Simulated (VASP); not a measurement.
Li2SnHgTe4, 8 atoms in the cell. The structure is tetragonal, space group I-4 (No. 82). Conventional cell: a = 6.451 Å, b = 6.451 Å, c = 12.708 Å, α = 90.00°, β = 90.00°, γ = 90.00°. Within 3.7 Å of Li (site symmetry -4) lie 4 Te at 2.78 Å. Within 3.6 Å of Li (site symmetry -4) lie 4 Te at 2.72 Å. Hg (site symmetry -4) has 4 Te at 2.84 Å within 3.7 Å. Sn (site symmetry -4) has 4 Te at 2.78 Å within 3.7 Å. Te (site symmetry 1) has 2 Li at 2.72 to 2.78 Å and 1 Sn at 2.78 Å and 1 Hg at 2.84 Å within 3.6 Å. 

```yaml
Program: VASP 6.6.1
Task: single point
Functional: PBE
Potentials_or_basis: VASP PAW PBE potentials, release 64 (Li_sv, Hg, Sn_d, Te)
Cutoff: 520 eV
k_mesh: 4 × 4 × 4
Occupations: gaussian, width 0.01 eV
Spin: no spin polarisation
Dipole_correction: no
Further_INCAR_settings: ALGO = Normal; EDIFF = 1e-06; NBANDS = 38
```

Potentials or basis: VASP PAW PBE potentials, release 64 (Li_sv, Hg, Sn_d, Te).

Run with:

```sh
$ cat potpaw_PBE.64/Li_sv/POTCAR potpaw_PBE.64/Hg/POTCAR potpaw_PBE.64/Sn_d/POTCAR potpaw_PBE.64/Te/POTCAR > POTCAR
$ mpirun -np 1 vasp_std > vasp.out
```

Hardware: 1 thread of Intel(R) Xeon(R) Platinum 8488C (Sapphire Rapids), on a shared host.

Task: Estimate the wall time of this run.

Result: Wall time 4.7 min on 1 thread of Intel(R) Xeon(R) Platinum 8488C (Sapphire Rapids) (shared host), peak memory 0.58 GiB. Counts: scf iterations 16, k points 14.
